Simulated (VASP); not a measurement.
# Li4NO (P4/mmm) in VASP: further runs, part 2 of 2

VASP 6.6.1. The steps go on from the part before.

### Step 4. Single point, revPBE

File INCAR:

```
PREC = Accurate
ENCUT = 750
EDIFF = 1E-6
ISMEAR = -1
SIGMA = 0.1
LREAL = False
LASPH = True
NELM = 120
ALGO = Normal
ISIF = 2
LWAVE = False
LCHARG = False
GGA = RE
NBANDS = 20
GGA_COMPAT = False
```

File KPOINTS:

```
Automatic mesh
0
Gamma
  6 6 4
```

File POSCAR:

```
Li4NO
1.0
    3.3128700000      0.0000000000      0.0000000000
    0.0000000000      3.3128700000      0.0000000000
    0.0000000000      0.0000000000      4.9365200000
Li N O
4 1 1
Direct
    0.0000000000      0.5000000000      0.2638500000
    0.0000000000      0.5000000000      0.7361500000
    0.5000000000      0.0000000000      0.2638500000
    0.5000000000      0.0000000000      0.7361500000
    0.0000000000      0.0000000000      0.0000000000
    0.5000000000      0.5000000000      0.5000000000
```

Potentials or basis: VASP PAW PBE potentials, release 64 (Li_sv, N, O).

Launch:

```
$ cat potpaw_PBE.64/Li_sv/POTCAR potpaw_PBE.64/N/POTCAR potpaw_PBE.64/O/POTCAR > POTCAR
$ mpirun -np 1 vasp_std > vasp.out
```

OUTCAR:

```text
PREC = Accurate
   ENCUT = 750
   EDIFF = 1E-6
   ISMEAR = -1
   LREAL = False
   LASPH = True
   NELM = 120
   ISIF = 2
   GGA = RE

 ion  position               nearest neighbor table
   1  0.000  0.500  0.264-   6 2.03   6 2.03   5 2.11   5 2.11   2 2.33   3 2.34   3 2.34   3 2.34
                             3 2.34
   2  0.000  0.500  0.736-   6 2.03   6 2.03   5 2.11   5 2.11   1 2.33   4 2.34   4 2.34   4 2.34
                             4 2.34
   3  0.500  0.000  0.264-   6 2.03   6 2.03   5 2.11   5 2.11   4 2.33   1 2.34   1 2.34   1 2.34
                             1 2.34
   4  0.500  0.000  0.736-   6 2.03   6 2.03   5 2.11   5 2.11   3 2.33   2 2.34   2 2.34   2 2.34
[... 764 lines left out ...]
  Total        0.1988035      0.1988035      0.3382250      0.0000000      0.0000000      0.0000000
  in kB        5.8790209      5.8790209     10.0019955      0.0000000      0.0000000      0.0000000
  external PRESSURE =       7.2533458 kB  Pullay stress =       0.0000000 kB

 VOLUME and BASIS-vectors are now :
 -----------------------------------------------------------------------------
  energy-cutoff  :      750.00
  volume of cell :       54.18
      direct lattice vectors                 reciprocal lattice vectors
     3.312870000  0.000000000  0.000000000     0.301853076  0.000000000  0.000000000
     0.000000000  3.312870000  0.000000000     0.000000000  0.301853076  0.000000000
     0.000000000  0.000000000  4.936520000     0.000000000  0.000000000  0.202571852

 POSITION                                       TOTAL-FORCE (eV/Angst)
 -----------------------------------------------------------------------------------
      0.00000      1.65644      1.30250         0.000000      0.000000     -0.070034
      0.00000      1.65644      3.63402        -0.000000     -0.000000      0.070034
      1.65644      0.00000      1.30250         0.000000     -0.000000     -0.070034
      1.65644      0.00000      3.63402         0.000000     -0.000000      0.070034
      0.00000      0.00000      0.00000         0.000000     -0.000000      0.000000
      1.65644      1.65644      2.46826         0.000000     -0.000000      0.000000
 -----------------------------------------------------------------------------------
    total drift:                                0.000000      0.000000      0.000000

  FREE ENERGIE OF THE ION-ELECTRON SYSTEM (eV)
  ---------------------------------------------------
  free  energy   TOTEN  =       -25.2625648571 eV

  energy  without entropy=      -25.1692073770  energy(sigma->0) =      -25.21588612
```

stdout:

```text
POSCAR found type information on POSCAR LiN O
 POSCAR found :  3 types and       6 ions
 scaLAPACK will be used
 -----------------------------------------------------------------------------
|                                                                             |
|                                                                             |
|     You enforced a specific xc type in the INCAR file but a different       |
|     I HOPE YOU KNOW WHAT YOU ARE DOING!                                     |
|                                                                             |
 -----------------------------------------------------------------------------

 LDA part: xc-table for (Slater+PW92), standard interpolation
 POSCAR, INCAR and KPOINTS ok, starting setup
 FFT: planning ... GRIDC
 FFT: planning ... GRID_SOFT
 FFT: planning ... GRID
 WAVECAR not read
 entering main loop
```

Run time: 44 s. Hardware: 1 thread of Intel Xeon Platinum 8259CL at 2.50GHz (Skylake/Cascade Lake), shared host; peak memory 0.21 GiB.

What came out:

- Free energy: -25.2626 eV
- Pressure: 0.7 GPa
- Largest force: 0.070 eV/Å
- Band gap on the k mesh: zero (an odd number of electrons rules out a gap without spin polarisation)

Forces in eV/Å, atoms in the order of the input:
```
Li   0.000  0.000 -0.070
Li   0.000  0.000  0.070
Li   0.000  0.000 -0.070
Li   0.000  0.000  0.070
N    0.000  0.000  0.000
O    0.000  0.000  0.000
```

Levels at points of the mesh, in eV from the Fermi level:
| k point | band 9 | band 10 | band 11 | band 12 | band 13 | band 14 | band 15 | band 16 |
| --- | --- | --- | --- | --- | --- | --- | --- | --- |
| (0.00, 0.00, 0.00) | -1.68 | 0.05 | 0.36 | 0.36 | 4.14 | 5.27 | 10.69 | 10.69 |
| (0.50, 0.00, 0.00) | -1.86 | -1.25 | -0.71 | 0.42 | 6.80 | 7.90 | 9.55 | 10.07 |
| (0.50, 0.50, 0.00) | -2.08 | -1.16 | -1.16 | -0.92 | 4.17 | 4.50 | 11.82 | 12.57 |
| (0.00, 0.00, 0.50) | -1.50 | -0.78 | 0.08 | 0.08 | 5.17 | 6.03 | 11.26 | 11.26 |
| (0.50, 0.00, 0.50) | -1.23 | -0.80 | -0.32 | 0.45 | 8.20 | 8.42 | 9.19 | 9.44 |
| (0.50, 0.50, 0.50) | -2.22 | -1.46 | -1.17 | -1.17 | 6.33 | 6.50 | 8.94 | 9.43 |

Caveat: the PAW data sets were made with another functional, which shifts forces and pressure a little; an odd number of electrons without spin polarisation forces a metal; a magnetic or distorted state may lie lower.

### Step 5. Overview

```tsv
level	potentials or basis	gap on the mesh (eV)	pressure (GPa)	largest force (eV/Å)
RPBE	VASP PAW PBE potentials, release 64 (Li_sv, N, O)	none	1.0	0.07
LDA	VASP PAW LDA potentials, release 64 (Li_sv, N, O)	none	-7.7	0.03
revPBE	VASP PAW PBE potentials, release 64 (Li_sv, N, O)	none	0.7	0.07
```

Alike in all rows: task single point; no spin polarisation; cell as given; k mesh 6 × 6 × 4; cutoff (eV) 750; smearing fermi-dirac 0.1 eV.

Caveats: an odd number of electrons without spin polarisation forces a metal; a magnetic or distorted state may lie lower; the PAW data sets were made with another functional, which shifts forces and pressure a little (at least some runs); the cell stands under tension (at least some runs).

Total energies depend on the potentials used, so only differences within one code and one set of settings carry meaning.
